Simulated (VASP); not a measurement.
# Rb (Fm-3m) in VASP: single point with PBE

Aim: the single point of Rb with PBE.

Program: VASP 6.6.1. These are calculated values, not measurements. Logs are shortened: lines on timing, memory, paths and dates and some standing lists are left out, and cuts for length are marked.

**1. The cell of the first run**

It takes space group Fm-3m (No. 225, cubic). Conventional cell: a = 7.280 Å, b = 7.280 Å, c = 7.280 Å, α = 90.00°, β = 90.00°, γ = 90.00°.

This isn't the form of Rb at room conditions, which is bcc.

**2. Single point, PBE**

INCAR reads:

```
SYSTEM = Rb
PREC     = Accurate       ! precision mode
ENCUT    = 520            ! plane-wave cutoff, eV
EDIFF    = 1E-7           ! SCF threshold, eV
ISMEAR   = -1             ! smearing method
SIGMA    = 0.05           ! smearing width, eV
LREAL    = .FALSE.        ! projectors in reciprocal space
LASPH    = .TRUE.         ! aspherical terms in the spheres
NELM     = 100            ! most SCF steps
ALGO     = Normal         ! electronic algorithm
ISIF     = 2              ! what is computed and relaxed
LWAVE    = .FALSE.        ! write WAVECAR
LCHARG   = .FALSE.        ! write CHGCAR
GGA      = PE             ! functional
NBANDS   = 10             ! bands
```

KPOINTS reads:

```
regular mesh
0
G
  6 6 6
  0 0 0
```

POSCAR reads:

```
Rb
1.0
    0.0000000000      3.6398846700      3.6398846700
    3.6398846700      0.0000000000      3.6398846700
    3.6398846700      3.6398846700      0.0000000000
Rb
1
Direct
    0.0000000000      0.0000000000      0.0000000000
```

Potentials or basis: VASP PAW PBE potentials, release 64 (Rb_sv).

Run with:

```sh
> cat potpaw_PBE.64/Rb_sv/POTCAR > POTCAR
> mpirun -np 1 vasp_std > vasp.out
```

OUTCAR:

```text
SYSTEM = Rb
   PREC = Accurate
   ENCUT = 520
   EDIFF = 1E-7
   ISMEAR = -1
   LREAL = .FALSE.
   LASPH = .TRUE.
   NELM = 100
   ISIF = 2
   GGA = PE

 ion  position               nearest neighbor table
   1  0.000  0.000  0.000-

  LATTYP: Found a face centered cubic cell.
 ALAT       =     7.2797693400

  Lattice vectors:

 A1 = (   0.0000000000,   3.6398846700,   3.6398846700)
 A2 = (   3.6398846700,   0.0000000000,   3.6398846700)
 A3 = (   3.6398846700,   3.6398846700,   0.0000000000)

Analysis of symmetry for initial positions (statically):
=====================================================================
 Subroutine PRICEL returns:
 Original cell was already a primitive cell.

 Routine SETGRP: Setting up the symmetry group for a
 face centered cubic supercell.

 Subroutine GETGRP returns: Found 48 space group operations
 (whereof 48 operations were pure point group operations)
 out of a pool of 48 trial point group operations.

The static configuration has the point symmetry O_h .

Analysis of symmetry for dynamics (positions and initial velocities):
=====================================================================
 Subroutine PRICEL returns:
 Original cell was already a primitive cell.

 Routine SETGRP: Setting up the symmetry group for a
 face centered cubic supercell.

 Subroutine GETGRP returns: Found 48 space group operations
 (whereof 48 operations were pure point group operations)
 out of a pool of 48 trial point group operations.

The dynamic configuration has the point symmetry O_h .

 Subroutine INISYM returns: Found 48 space group operations
 (whereof 48 operations are pure point group operations),
 and found     1 'primitive' translations

----------------------------------------------------------------------------------------

                                     Primitive cell

  volume of cell :      96.4479

  direct lattice vectors                    reciprocal lattice vectors
     0.000000000  3.639884670  3.639884670    -0.137366990  0.137366990  0.137366990
     3.639884670  0.000000000  3.639884670     0.137366990 -0.137366990  0.137366990
     3.639884670  3.639884670  0.000000000     0.137366990  0.137366990 -0.137366990

  length of vectors
     5.147574266  5.147574266  5.147574266     0.237926605  0.237926605  0.237926605

[... 70 lines left out ...]
   LREAL  =      F    real-space projection
   EDIFFG = 0.1E-05   stopping-criterion for IOM
   NSW    =      0    number of steps for IOM
   IBRION =     -1    ionic relax: 0-MD 1-quasi-New 2-CG
   NFREE  =      0    steps in history (QN), initial steepest desc. (CG)
   ISIF   =      2    stress and relaxation
   ISYM   =      2    0-nonsym 1-usesym 2-fastsym
   POTIM  = 0.5000    time-step for ionic-motion
   TEBEG  =    0.0;   TEEND  =   0.0 temperature during run
   PSTRESS=    0.0 pullay stress
   NELECT =       9.0000    total number of electrons
   NUPDOWN=      -1.0000    fix difference up-down
   EMIN   =  10.00;   EMAX   =-10.00  energy-range for DOS
   EFERMI =   0.00;   METHOD = LEGACY
   ISMEAR =    -1;   SIGMA  =   0.05  broadening in eV -4-tet -1-fermi 0-gaus
   EFERMI_NEDOS =   21; number of points for ismear=-14 and -15
   IALGO  =     38    algorithm
   IMIX   =      4    mixing-type and parameters
     AMIX     =   0.40;   BMIX     =  1.00
     AMIX_MAG =   1.60;   BMIX_MAG =  1.00
  volume/ion in A,a.u.               =      96.45       650.86
  Fermi-wavevector in a.u.,A,eV,Ry     =   0.742548  1.403213  7.501953  0.551378
  Thomas-Fermi vector in A             =   1.837453
   LORBIT       =      0    0 simple, 1 ext, 2 COOP (PROOUT), +10 PAW based schemes
   GGA     = PE    functional components
   LHFCALC =     F    Hartree Fock is set to
   AEXX    =    0.0000 exact exchange contribution
   IVDW    =     0    specifies the selected vdW correction
   LEPSILON=     F    determine dielectric tensor
   LRPA    =     F    only Hartree local field effects (RPA)
 non-spin polarized calculation
  energy-cutoff  :      520.00
  volume of cell :       96.45
 maximum number of plane-waves:      2637
 NGX is ok and might be reduce to    40
   NGX = 19   NGY = 19   NGZ = 19

 number of electron       9.0000000 magnetization

 Free energy of the ion-electron system (eV)
  ---------------------------------------------------
  ext. energy  EPLUGINS =         0.00000000
  ---------------------------------------------------
  free energy    TOTEN  =        -0.93087775 eV

  energy without entropy =       -0.92252837  energy(sigma->0) =       -0.92670306

 E-fermi :  -0.1727     XC(G=0):  -5.3284

 val. band max:       -0.2450537252   @ k =   0.5000   0.3333   0.1667
 cond. band min:       0.0271684527   @ k =   0.5000   0.0000   0.0000
 fundamental gap:      0.2722221779
 Fermi energy:        -0.1726714930

 k-point     1 :       0.0000    0.0000    0.0000
  band No.  band energies     occupation
      1     -29.0448      2.00000
      2     -13.0931      2.00000
      3     -13.0931      2.00000
      4     -13.0931      2.00000
      5      -2.0114      2.00000
      6       3.4265      0.00000
      7       3.4265      0.00000
      8       3.4265      0.00000
      9       4.7056      0.00000
     10       4.7056      0.00000
[... 183 lines left out ...]
 k-point    16 :      -0.3333    0.5000    0.1667
  band No.  band energies     occupation
      1     -29.0410      2.00000
      2     -13.1543      2.00000
      3     -13.1323      2.00000
      4     -13.1218      2.00000
      5       0.8768      0.00000
      6       1.2961      0.00000
      7       1.5310      0.00000
      8       2.6276      0.00000
      9       4.7293      0.00000
     10       5.2269      0.00000

------------------------ aborting loop because EDIFF is reached ----------------------------------------

  FORCE on cell =-STRESS in cart. coord.  units (eV):
  Direction    XX          YY          ZZ          XY          YZ          ZX
  --------------------------------------------------------------------------------------
  -------------------------------------------------------------------------------------
  Total       -0.0725740     -0.0725740     -0.0725740      0.0000000      0.0000000      0.0000000
  in kB       -1.2055878     -1.2055878     -1.2055878      0.0000000      0.0000000      0.0000000
  external PRESSURE =      -1.2055878 kB  Pullay stress =       0.0000000 kB

 VOLUME and BASIS-vectors are now :
 -----------------------------------------------------------------------------
  energy-cutoff  :      520.00
  volume of cell :       96.45
      direct lattice vectors                 reciprocal lattice vectors
     0.000000000  3.639884670  3.639884670    -0.137366990  0.137366990  0.137366990
     3.639884670  0.000000000  3.639884670     0.137366990 -0.137366990  0.137366990
     3.639884670  3.639884670  0.000000000     0.137366990  0.137366990 -0.137366990

 POSITION                                       TOTAL-FORCE (eV/Angst)
 -----------------------------------------------------------------------------------
      0.00000      0.00000      0.00000         0.000000      0.000000      0.000000
 -----------------------------------------------------------------------------------
    total drift:                               -0.000000     -0.000000     -0.000000

  FREE ENERGIE OF THE ION-ELECTRON SYSTEM (eV)
  ---------------------------------------------------
  free  energy   TOTEN  =        -0.9308777518 eV

  energy  without entropy=       -0.9225283698  energy(sigma->0) =       -0.92670306
```

OSZICAR:

```text
N       E                     dE             d eps       ncg     rms          rms(c)
DAV:   1     0.434343829191E+02    0.43434E+02   -0.34232E+03   320   0.666E+02
DAV:   2     0.215715570547E+01   -0.41277E+02   -0.40277E+02   354   0.123E+02
DAV:   3    -0.812494964433E+00   -0.29697E+01   -0.29467E+01   426   0.338E+01
DAV:   4    -0.927435588890E+00   -0.11494E+00   -0.11476E+00   460   0.580E+00
DAV:   5    -0.928994702002E+00   -0.15591E-02   -0.15591E-02   422   0.655E-01    0.116E+00
DAV:   6    -0.929768117141E+00   -0.77342E-03   -0.18088E-03   436   0.246E-01    0.695E-01
DAV:   7    -0.930748732963E+00   -0.98062E-03   -0.27769E-03   370   0.309E-01    0.436E-02
DAV:   8    -0.930864646729E+00   -0.11591E-03   -0.10327E-04   376   0.801E-02    0.226E-02
DAV:   9    -0.930877970729E+00   -0.13324E-04   -0.13657E-05   380   0.288E-02    0.543E-03
DAV:  10    -0.930877676837E+00    0.29389E-06   -0.38196E-06   458   0.109E-02    0.149E-03
DAV:  11    -0.930877751786E+00   -0.74950E-07   -0.19994E-07   376   0.299E-03
   1 F= -.93087775E+00 E0= -.92670306E+00  d E =-.834938E-02
```

stdout:

```text
POSCAR found type information on POSCAR Rb
 POSCAR found :  1 types and       1 ions
 scaLAPACK will be used
 LDA part: xc-table for (Slater+PW92), standard interpolation
 POSCAR, INCAR and KPOINTS ok, starting setup
 FFT: planning ... GRIDC
 FFT: planning ... GRID_SOFT
 FFT: planning ... GRID
 WAVECAR not read
 entering main loop
```

Run time: 21 s. Hardware: 1 thread of Intel Xeon 8259CL, shared host; peak memory 0.23 GiB.

Results:

* Free energy: -0.9309 eV
* Pressure: -0.1 GPa
* Band gap on the k mesh: zero (an odd number of electrons rules out a gap without spin polarisation)
